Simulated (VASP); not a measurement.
# Pd (Fm-3m) in VASP: single point with PBE

Aim: the single point of Pd with PBE.

Everything below comes from runs of VASP 6.6.1. Logs are shortened: lines on timing, memory, paths and dates and some standing lists are left out, and cuts for length are marked.

## (1) The cell of the first run

The structure is cubic, space group Fm-3m (No. 225). Conventional cell: a = 3.942 Å, b = 3.942 Å, c = 3.942 Å, α = 90.00°, β = 90.00°, γ = 90.00°. Pd (site symmetry m-3m) has 12 Pd at 2.79 Å within 3.7 Å.

## (2) Single point, PBE

Contents of INCAR:

```
SYSTEM = Pd
PREC = Accurate ; ENCUT = 520
EDIFF = 1E-6 ; ISMEAR = 0
SIGMA = 0.1 ; LREAL = .False.
LASPH = .True. ; NELM = 60
ALGO = Fast ; ISIF = 2
LWAVE = .False. ; LCHARG = .False.
GGA = PE ; NBANDS = 11
```

Contents of KPOINTS:

```
regular mesh
0
Gamma
  18 18 18
  0 0 0
```

Contents of POSCAR:

```
Pd
1.0
    0.0000000000      1.9711248610      1.9711248610
    1.9711248610      0.0000000000      1.9711248610
    1.9711248610      1.9711248610      0.0000000000
Pd
1
Direct
    0.0000000000      0.0000000000      0.0000000000
```

Potentials or basis: VASP PAW PBE potentials, release 64 (Pd).

Started as:

```console
$ cat potpaw_PBE.64/Pd/POTCAR > POTCAR
$ mpirun -np 1 vasp_std > vasp.out
```

OUTCAR:

```text
SYSTEM = Pd
   PREC = Accurate
   ENCUT = 520
   EDIFF = 1E-6
   ISMEAR = 0
   LREAL = .False.
   LASPH = .True.
   NELM = 60
   ISIF = 2
   GGA = PE

 ion  position               nearest neighbor table
   1  0.000  0.000  0.000-

  LATTYP: Found a face centered cubic cell.
 ALAT       =     3.9422497220

  Lattice vectors:

 A1 = (   0.0000000000,   1.9711248610,   1.9711248610)
 A2 = (   1.9711248610,   0.0000000000,   1.9711248610)
 A3 = (   1.9711248610,   1.9711248610,   0.0000000000)

Analysis of symmetry for initial positions (statically):
=====================================================================
 Subroutine PRICEL returns:
 Original cell was already a primitive cell.

 Routine SETGRP: Setting up the symmetry group for a
 face centered cubic supercell.

 Subroutine GETGRP returns: Found 48 space group operations
 (whereof 48 operations were pure point group operations)
 out of a pool of 48 trial point group operations.

The static configuration has the point symmetry O_h .

Analysis of symmetry for dynamics (positions and initial velocities):
=====================================================================
 Subroutine PRICEL returns:
 Original cell was already a primitive cell.

 Routine SETGRP: Setting up the symmetry group for a
 face centered cubic supercell.

 Subroutine GETGRP returns: Found 48 space group operations
 (whereof 48 operations were pure point group operations)
 out of a pool of 48 trial point group operations.

The dynamic configuration has the point symmetry O_h .

 Subroutine INISYM returns: Found 48 space group operations
 (whereof 48 operations are pure point group operations),
 and found     1 'primitive' translations

----------------------------------------------------------------------------------------

                                     Primitive cell

  volume of cell :      15.3170

  direct lattice vectors                    reciprocal lattice vectors
     0.000000000  1.971124861  1.971124861    -0.253662267  0.253662267  0.253662267
     1.971124861  0.000000000  1.971124861     0.253662267 -0.253662267  0.253662267
     1.971124861  1.971124861  0.000000000     0.253662267  0.253662267 -0.253662267

  length of vectors
     2.787591512  2.787591512  2.787591512     0.439355934  0.439355934  0.439355934

  position of ions in fractional coordinates (direct lattice)
     0.000000000  0.000000000  0.000000000

  ion indices of the primitive-cell ions
   primitive index   ion index
                 1           1

----------------------------------------------------------------------------------------

 KPOINTS: regular mesh

Automatic generation of k-mesh.
 Grid dimensions read from file:
 generate k-points for:   18   18   18

 Generating k-lattice:

  Cartesian coordinates                     Fractional coordinates (reciprocal lattice)
    -0.014092348  0.014092348  0.014092348     0.055555556  0.000000000  0.000000000
     0.014092348 -0.014092348  0.014092348     0.000000000  0.055555556  0.000000000
     0.014092348  0.014092348 -0.014092348     0.000000000  0.000000000  0.055555556

  Length of vectors
     0.024408663  0.024408663  0.024408663

  Shift w.r.t. Gamma in fractional coordinates (k-lattice)
     0.000000000  0.000000000  0.000000000

 Subroutine IBZKPT returns following result:
 ===========================================

 Found    195 irreducible k-points:

 Following reciprocal coordinates:
            Coordinates               Weight
  0.000000  0.000000  0.000000      1.000000
  0.055556  0.000000  0.000000      8.000000
  0.111111  0.000000  0.000000      8.000000
  0.166667  0.000000  0.000000      8.000000
  0.222222  0.000000  0.000000      8.000000
  0.277778  0.000000  0.000000      8.000000
[... 16 lines left out ...]
 -0.277778  0.055556  0.000000     24.000000
 -0.222222  0.055556  0.000000     24.000000
 [... further k-points ...]
   k-points           NKPTS =    195   k-points in BZ     NKDIM =    195   number of bands    NBANDS=     11
   number of dos      NEDOS =    301   number of ions     NIONS =      1
   total plane-waves  NPLWV =  13824
   dimension x,y,z NGX =    24 NGY =   24 NGZ =   24
   dimension x,y,z NGXF=    48 NGYF=   48 NGZF=   48
   ions per type =               1
   NGX,Y,Z   is equivalent  to a cutoff of  14.31, 14.31, 14.31 a.u.
   NGXF,Y,Z  is equivalent  to a cutoff of  28.63, 28.63, 28.63 a.u.
 SYSTEM =  Pd
   PREC   = accura    normal or accurate (medium, high low for compatibility)
   ISTART =      0    job   : 0-new  1-cont  2-samecut
   ICHARG =      2    charge: 1-file 2-atom 10-const
   ISPIN  =      1    spin polarized calculation?
   LNONCOLLINEAR =      F non collinear calculations
   LSORBIT =      F    spin-orbit coupling
   LASPH  =      T    aspherical Exc in radial PAW
   ENCUT  =  520.0 eV  38.22 Ry    6.18 a.u.   5.18  5.18  5.18*2*pi/ulx,y,z
   NELM   =     60;   NELMIN=  2; NELMDL= -5     # of ELM steps
   EDIFF  = 0.1E-05   stopping-criterion for ELM
   LREAL  =      F    real-space projection
   EDIFFG = 0.1E-04   stopping-criterion for IOM
   NSW    =      0    number of steps for IOM
   IBRION =     -1    ionic relax: 0-MD 1-quasi-New 2-CG
   NFREE  =      0    steps in history (QN), initial steepest desc. (CG)
   ISIF   =      2    stress and relaxation
   ISYM   =      2    0-nonsym 1-usesym 2-fastsym
   POTIM  = 0.5000    time-step for ionic-motion
   TEBEG  =    0.0;   TEEND  =   0.0 temperature during run
   PSTRESS=    0.0 pullay stress
   NELECT =      10.0000    total number of electrons
   NUPDOWN=      -1.0000    fix difference up-down
   EMIN   =  10.00;   EMAX   =-10.00  energy-range for DOS
   EFERMI =   0.00;   METHOD = LEGACY
   ISMEAR =     0;   SIGMA  =   0.10  broadening in eV -4-tet -1-fermi 0-gaus
   EFERMI_NEDOS =   21; number of points for ismear=-14 and -15
   IALGO  =     68    algorithm
   IMIX   =      4    mixing-type and parameters
     AMIX     =   0.40;   BMIX     =  1.00
     AMIX_MAG =   1.60;   BMIX_MAG =  1.00
  volume/ion in A,a.u.               =      15.32       103.36
  Fermi-wavevector in a.u.,A,eV,Ry     =   1.420204  2.683796 27.442666  2.016979
  Thomas-Fermi vector in A             =   2.541144
   LORBIT       =      0    0 simple, 1 ext, 2 COOP (PROOUT), +10 PAW based schemes
   GGA     = PE    functional components
   LHFCALC =     F    Hartree Fock is set to
   AEXX    =    0.0000 exact exchange contribution
   IVDW    =     0    specifies the selected vdW correction
   LEPSILON=     F    determine dielectric tensor
   LRPA    =     F    only Hartree local field effects (RPA)
 non-spin polarized calculation
 RMM-DIIS sequential band-by-band and
 Gauss-broadening in eV      SIGMA  =   0.10
  energy-cutoff  :      520.00
  volume of cell :       15.32
 maximum number of plane-waves:       424
 NGX is ok and might be reduce to    24
   NGX = 11   NGY = 11   NGZ = 11

 number of electron      10.0000000 magnetization

 Free energy of the ion-electron system (eV)
  ---------------------------------------------------
  ext. energy  EPLUGINS =         0.00000000
  ---------------------------------------------------
  free energy    TOTEN  =        -5.22597359 eV

  energy without entropy =       -5.21374296  energy(sigma->0) =       -5.21985828

 E-fermi :   9.1529     XC(G=0): -12.9508

 val. band max:        9.1514846027   @ k =  -0.4444   0.3889   0.1111
 cond. band min:       9.1588502736   @ k =  -0.3889   0.3889   0.0556
 fundamental gap:      0.0073656709
 Fermi energy:         9.1528626518

 k-point     1 :       0.0000    0.0000    0.0000
  band No.  band energies     occupation
      1       2.3079      2.00000
      2       6.4855      2.00000
      3       6.4855      2.00000
      4       6.4855      2.00000
      5       7.9995      2.00000
      6       7.9995      2.00000
      7      26.3266      0.00000
      8      30.8898      0.00000
      9      30.8898      0.00000
     10      30.8898      0.00000
     11      35.9561      0.00000

 k-point     2 :       0.0556    0.0000    0.0000
  band No.  band energies     occupation
      1       2.4167      2.00000
      2       6.4481      2.00000
      3       6.5226      2.00000
      4       6.5226      2.00000
      5       7.9819      2.00000
      6       7.9819      2.00000
      7      26.4340      0.00000
      8      30.1287      0.00000
      9      31.0070      0.00000
     10      31.0070      0.00000
     11      36.4458      0.00000

 k-point     3 :       0.1111    0.0000    0.0000
  band No.  band energies     occupation
      1       2.7316      2.00000
      2       6.3546      2.00000
      3       6.6195      2.00000
      4       6.6195      2.00000
      5       7.9453      2.00000
      6       7.9453      2.00000
      7      26.6506      0.00000
      8      28.6068      0.00000
      9      31.3373      0.00000
     10      31.3373      0.00000
     11      36.1089      0.00000

 k-point     4 :       0.1667    0.0000    0.0000
  band No.  band energies     occupation
      1       3.2085      2.00000
      2       6.2675      2.00000
      3       6.7280      2.00000
      4       6.7280      2.00000
      5       7.9411      2.00000
      6       7.9411      2.00000
      7      26.1536      0.00000
      8      27.5611      0.00000
      9      31.8063      0.00000
     10      31.8063      0.00000
     11      35.0125      0.00000

 k-point     5 :       0.2222    0.0000    0.0000
  band No.  band energies     occupation
      1       3.7365      2.00000
      2       6.3180      2.00000
      3       6.7749      2.00000
      4       6.7749      2.00000
      5       8.0426      2.00000
      6       8.0426      2.00000
      7      24.3729      0.00000
      8      27.4270      0.00000
      9      32.2311      0.00000
     10      32.2311      0.00000
     11      34.5272      0.00000
[... 211 lines left out ...]
 k-point    21 :      -0.3889    0.0556    0.0000
  band No.  band energies     occupation
      1       4.2758      2.00000
      2       6.4702      2.00000
      3       6.5575      2.00000
      4       8.2954      2.00000
      5       8.8085      2.00000
      6       9.8604      0.00000
      7      17.8515      0.00000
      8      25.9976      0.00000
      9      29.4001      0.00000
     10      30.7537      0.00000
     11      35.6374      0.00000

 k-point    22 :      -0.3333    0.0556    0.0000
  band No.  band energies     occupation
      1       4.3183      2.00000
      2       6.5680      2.00000
      3       6.6457      2.00000
      4       7.5850      2.00000
      5       8.4957      2.00000
      6       9.1965      0.53670
      7      19.6967      0.00000
      8      26.3927      0.00000
      9      29.8414      0.00000
     10      31.8883      0.00000
     11      34.9041      0.00000

 k-point    23 :      -0.2778    0.0556    0.0000
  band No.  band energies     occupation
      1       4.2671      2.00000
      2       6.6268      2.00000
      3       6.7510      2.00000
      4       6.8466      2.00000
      5       8.1622      2.00000
      6       8.7335      2.00000
      7      21.7240      0.00000
      8      26.8701      0.00000
      9      30.4422      0.00000
     10      33.2770      0.00000
     11      33.9528      0.00000

 k-point    24 :      -0.2222    0.0556    0.0000
  band No.  band energies     occupation
      1       3.9792      2.00000
      2       6.2806      2.00000
      3       6.7939      2.00000
      4       6.8251      2.00000
      5       7.8914      2.00000
      6       8.3851      2.00000
      7      23.7736      0.00000
      8      27.2636      0.00000
      9      30.9154      0.00000
     10      33.3848      0.00000
     11      33.6927      0.00000

 [... further k-points ...]
[... 5 lines left out ...]
  --------------------------------------------------------------------------------------
  -------------------------------------------------------------------------------------
  Total       -0.0196556     -0.0196556     -0.0196556     -0.0000000      0.0000000      0.0000000
  in kB       -2.0560042     -2.0560042     -2.0560042     -0.0000000      0.0000000      0.0000000
  external PRESSURE =      -2.0560042 kB  Pullay stress =       0.0000000 kB

 VOLUME and BASIS-vectors are now :
 -----------------------------------------------------------------------------
  energy-cutoff  :      520.00
  volume of cell :       15.32
      direct lattice vectors                 reciprocal lattice vectors
     0.000000000  1.971124861  1.971124861    -0.253662267  0.253662267  0.253662267
     1.971124861  0.000000000  1.971124861     0.253662267 -0.253662267  0.253662267
     1.971124861  1.971124861  0.000000000     0.253662267  0.253662267 -0.253662267

 POSITION                                       TOTAL-FORCE (eV/Angst)
 -----------------------------------------------------------------------------------
      0.00000      0.00000      0.00000         0.000000      0.000000      0.000000
 -----------------------------------------------------------------------------------
    total drift:                               -0.000000      0.000000     -0.000000

  FREE ENERGIE OF THE ION-ELECTRON SYSTEM (eV)
  ---------------------------------------------------
  free  energy   TOTEN  =        -5.2259735888 eV

  energy  without entropy=       -5.2137429627  energy(sigma->0) =       -5.21985828
```

It took 25 s on 1 thread of Intel Xeon Platinum 8488C (Sapphire Rapids), shared host; peak memory 0.16 GiB.

What came out:

- Free energy: -5.2260 eV
- Pressure: -0.2 GPa
- Band gap on the k mesh: zero (bands 5 and 6 overlap by 1.48 eV)
